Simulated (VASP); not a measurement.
# Bi (P2_1/m) in VASP: notebook

The runs below take Bi through single point, relaxation of cell and atoms, with PBE, PBEsol, LDA.

All numbers are computed with VASP 6.6.1; they aren't measurements. Logs are shortened: lines on timing, memory, paths and dates and some standing lists are left out, and cuts for length are marked.

## Step 1: The cell of the first run

The structure is monoclinic, space group P2_1/m (No. 11). Conventional cell: a = 4.658 Å, b = 4.526 Å, c = 6.521 Å, α = 90.00°, β = 93.04°, γ = 90.00°. Bi (site symmetry m) has 6 Bi at 3.24 to 3.26 Å within 4.3 Å. Bi (site symmetry m) has 6 Bi at 3.24 to 3.26 Å within 4.3 Å.

## Step 2: Single point, PBE

INCAR

```
PREC = Accurate
ENCUT = 520
EDIFF = 1E-6
ISMEAR = -1
SIGMA = 0.05
LREAL = False
LASPH = True
NELM = 100
ALGO = Fast
ISIF = 2
LWAVE = False
LCHARG = True
GGA = PE
LELF = True
LVHAR = True
NBANDS = 38
```

KPOINTS

```
Automatic mesh
0
Gamma
  6 6 4
```

POSCAR

```
Bi
1.0
    4.6584121839      0.0000000000      0.0000000000
    0.0000000000      4.5263885800      0.0000000000
   -0.3459734563      0.0000000000      6.5119480672
Bi
4
Direct
    0.2513749200      0.2500000000      0.7487333800
    0.7486250800      0.7500000000      0.2512666200
    0.2498876900      0.2500000000      0.2488803300
    0.7501123100      0.7500000000      0.7511196700
```

Potentials or basis: VASP PAW PBE potentials, release 64 (Bi_d).

On the command line:

```bash
> cat potpaw_PBE.64/Bi_d/POTCAR > POTCAR
> mpirun -np 1 vasp_std > vasp.out
```

OUTCAR:

```text
PREC = Accurate
   ENCUT = 520
   EDIFF = 1E-6
   ISMEAR = -1
   LREAL = False
   LASPH = True
   NELM = 100
   ISIF = 2
   GGA = PE

 ion  position               nearest neighbor table
   1  0.251  0.250  0.749-   4 3.24   4 3.24   4 3.25   4 3.25   3 3.26   3 3.26
   2  0.749  0.750  0.251-   3 3.24   3 3.24   3 3.25   3 3.25   4 3.26   4 3.26
   3  0.250  0.250  0.249-   2 3.24   2 3.24   2 3.25   2 3.25   1 3.26   1 3.26
   4  0.750  0.750  0.751-   1 3.24   1 3.24   1 3.25   1 3.25   2 3.26   2 3.26

  LATTYP: Found a simple monoclinic cell.
 ALAT       =     4.6584121839
 B/A-ratio  =     0.9716590978
 C/A-ratio  =     1.3998615729
 COS(beta)  =    -0.0530542006

  Lattice vectors:

 A1 = (   4.6584121839,   0.0000000000,   0.0000000000)
 A2 = (   0.0000000000,   4.5263885800,   0.0000000000)
 A3 = (  -0.3459734563,   0.0000000000,   6.5119480672)

Analysis of symmetry for initial positions (statically):
=====================================================================
 Subroutine PRICEL returns:
 Original cell was already a primitive cell.

 Routine SETGRP: Setting up the symmetry group for a
 simple monoclinic supercell.

 Subroutine GETGRP returns: Found  4 space group operations
 (whereof  2 operations were pure point group operations)
 out of a pool of  4 trial point group operations.

The static configuration has the point symmetry S_2 .
 The point group associated with its full space group is C_2h.

Analysis of symmetry for dynamics (positions and initial velocities):
=====================================================================
 Subroutine PRICEL returns:
 Original cell was already a primitive cell.

 Routine SETGRP: Setting up the symmetry group for a
 simple monoclinic supercell.

 Subroutine GETGRP returns: Found  4 space group operations
 (whereof  2 operations were pure point group operations)
 out of a pool of  4 trial point group operations.

The dynamic configuration has the point symmetry S_2 .
 The point group associated with its full space group is C_2h.

 Subroutine INISYM returns: Found  4 space group operations
 (whereof  2 operations are pure point group operations),
 and found     1 'primitive' translations

----------------------------------------------------------------------------------------

                                     Primitive cell

  volume of cell :     137.3095

  direct lattice vectors                    reciprocal lattice vectors
[... 92 lines left out ...]
   LREAL  =      F    real-space projection
   EDIFFG = 0.1E-04   stopping-criterion for IOM
   NSW    =      0    number of steps for IOM
   IBRION =     -1    ionic relax: 0-MD 1-quasi-New 2-CG
   NFREE  =      0    steps in history (QN), initial steepest desc. (CG)
   ISIF   =      2    stress and relaxation
   ISYM   =      2    0-nonsym 1-usesym 2-fastsym
   POTIM  = 0.5000    time-step for ionic-motion
   TEBEG  =    0.0;   TEEND  =   0.0 temperature during run
   PSTRESS=    0.0 pullay stress
   NELECT =      60.0000    total number of electrons
   NUPDOWN=      -1.0000    fix difference up-down
   EMIN   =  10.00;   EMAX   =-10.00  energy-range for DOS
   EFERMI =   0.00;   METHOD = LEGACY
   ISMEAR =    -1;   SIGMA  =   0.05  broadening in eV -4-tet -1-fermi 0-gaus
   EFERMI_NEDOS =   21; number of points for ismear=-14 and -15
   IALGO  =     68    algorithm
   IMIX   =      4    mixing-type and parameters
     AMIX     =   0.40;   BMIX     =  1.00
     AMIX_MAG =   1.60;   BMIX_MAG =  1.00
  volume/ion in A,a.u.               =      34.33       231.65
  Fermi-wavevector in a.u.,A,eV,Ry     =   1.242296  2.347599 20.997856  1.543299
  Thomas-Fermi vector in A             =   2.376656
   LORBIT       =      0    0 simple, 1 ext, 2 COOP (PROOUT), +10 PAW based schemes
   GGA     = PE    functional components
   LHFCALC =     F    Hartree Fock is set to
   AEXX    =    0.0000 exact exchange contribution
   IVDW    =     0    specifies the selected vdW correction
   LEPSILON=     F    determine dielectric tensor
   LRPA    =     F    only Hartree local field effects (RPA)
 non-spin polarized calculation
 RMM-DIIS sequential band-by-band and
  energy-cutoff  :      520.00
  volume of cell :      137.31
 maximum number of plane-waves:      3737
 NGX is ok and might be reduce to    36
   NGX = 17   NGY = 17   NGZ = 25

 number of electron      60.0000001 magnetization

 Free energy of the ion-electron system (eV)
  ---------------------------------------------------
  ext. energy  EPLUGINS =         0.00000000
  ---------------------------------------------------
  free energy    TOTEN  =       -15.33092104 eV

  energy without entropy =      -15.30686302  energy(sigma->0) =      -15.31889203

 E-fermi :   6.6031     XC(G=0):  -9.6887

 val. band max:        6.6004285017   @ k =  -0.1667   0.3333   0.2500
 cond. band min:       6.6163740719   @ k =   0.5000   0.0000   0.5000
 fundamental gap:      0.0159455702
 Fermi energy:         6.6030866650

 k-point     1 :       0.0000    0.0000    0.0000
  band No.  band energies     occupation
      1     -16.3650      2.00000
      2     -16.3533      2.00000
      3     -16.3521      2.00000
      4     -16.2324      2.00000
      5     -16.2218      2.00000
      6     -16.2115      2.00000
[... 973 lines left out ...]
     37      11.2213      0.00000
     38      11.6041      0.00000

 [... further k-points ...]

------------------------ aborting loop because EDIFF is reached ----------------------------------------

  FORCE on cell =-STRESS in cart. coord.  units (eV):
  Direction    XX          YY          ZZ          XY          YZ          ZX
  --------------------------------------------------------------------------------------
  -------------------------------------------------------------------------------------
  Total        0.2972020      0.8038156      1.6538549      0.0000000      0.0000000      0.1974354
  in kB        3.4678604      9.3792121     19.2977780      0.0000000      0.0000000      2.3037483
  external PRESSURE =      10.7149502 kB  Pullay stress =       0.0000000 kB

 VOLUME and BASIS-vectors are now :
 -----------------------------------------------------------------------------
  energy-cutoff  :      520.00
  volume of cell :      137.31
      direct lattice vectors                 reciprocal lattice vectors
     4.658412184  0.000000000  0.000000000     0.214665418  0.000000000  0.011404965
     0.000000000  4.526388580  0.000000000     0.000000000  0.220926680  0.000000000
    -0.345973456  0.000000000  6.511948067     0.000000000  0.000000000  0.153563878

 POSITION                                       TOTAL-FORCE (eV/Angst)
 -----------------------------------------------------------------------------------
      0.91197      1.13160      4.87571        -0.001707     -0.000000     -0.000717
      3.40047      3.39479      1.63624         0.001707     -0.000000      0.000717
      1.07797      1.13160      1.62070        -0.002635      0.000000      0.001095
      3.23446      3.39479      4.89125         0.002635     -0.000000     -0.001095
 -----------------------------------------------------------------------------------
    total drift:                                0.000000      0.000000      0.000000

  FREE ENERGIE OF THE ION-ELECTRON SYSTEM (eV)
  ---------------------------------------------------
  free  energy   TOTEN  =       -15.3309210369 eV

  energy  without entropy=      -15.3068630238  energy(sigma->0) =      -15.31889203
```

OSZICAR:

```text
N       E                     dE             d eps       ncg     rms          rms(c)
DAV:   1     0.717706559123E+03    0.71771E+03   -0.31652E+04  4256   0.193E+03
DAV:   2     0.641731568460E+02   -0.65353E+03   -0.64189E+03  4256   0.536E+02
DAV:   3    -0.116348554741E+02   -0.75808E+02   -0.74265E+02  4930   0.199E+02
DAV:   4    -0.151434050139E+02   -0.35085E+01   -0.34925E+01  4814   0.450E+01
DAV:   5    -0.153235851657E+02   -0.18018E+00   -0.18015E+00  5454   0.927E+00    0.110E+00
RMM:   6    -0.153250499346E+02   -0.14648E-02   -0.46921E-02  4790   0.181E+00    0.673E-01
RMM:   7    -0.153298574381E+02   -0.48075E-02   -0.35385E-02  4919   0.159E+00    0.148E-01
RMM:   8    -0.153305062594E+02   -0.64882E-03   -0.97031E-03  5148   0.103E+00    0.570E-02
RMM:   9    -0.153308610486E+02   -0.35479E-03   -0.60392E-03  6631   0.517E-01    0.240E-02
RMM:  10    -0.153309257362E+02   -0.64688E-04   -0.73189E-04  6919   0.172E-01    0.177E-02
RMM:  11    -0.153309322539E+02   -0.65177E-05   -0.11529E-04  5141   0.787E-02    0.195E-02
RMM:  12    -0.153309186275E+02    0.13626E-04   -0.77574E-05  5041   0.927E-02    0.524E-03
RMM:  13    -0.153309209134E+02   -0.22859E-05   -0.34159E-05  6718   0.324E-02    0.144E-03
RMM:  14    -0.153309210369E+02   -0.12349E-06   -0.19823E-06  2748   0.106E-02
   1 F= -.15330921E+02 E0= -.15318892E+02  d E =-.240580E-01
```

stdout:

```text
POSCAR found type information on POSCAR Bi
 POSCAR found :  1 types and       4 ions
 scaLAPACK will be used
 LDA part: xc-table for (Slater+PW92), standard interpolation
 POSCAR, INCAR and KPOINTS ok, starting setup
 FFT: planning ... GRIDC
 FFT: planning ... GRID_SOFT
 FFT: planning ... GRID
 WAVECAR not read
 entering main loop
```

It took 3.1 min on 1 thread of AMD EPYC 9R45 (Zen 5), shared host; peak memory 0.33 GiB.

Results:

```
Free energy            : -15.3309 eV
Pressure               : 1.1 GPa
Band gap on the k mesh : zero (bands 30 and 31 overlap by 0.34 eV)
```

Forces on the atoms (eV/Å):
```
Bi  -0.002  0.000 -0.001
Bi   0.002  0.000  0.001
Bi  -0.003  0.000  0.001
Bi   0.003  0.000 -0.001
```

Caveat: spin-orbit coupling is left out, which moves the levels of the heavy elements.

[end of part 1 of 3]
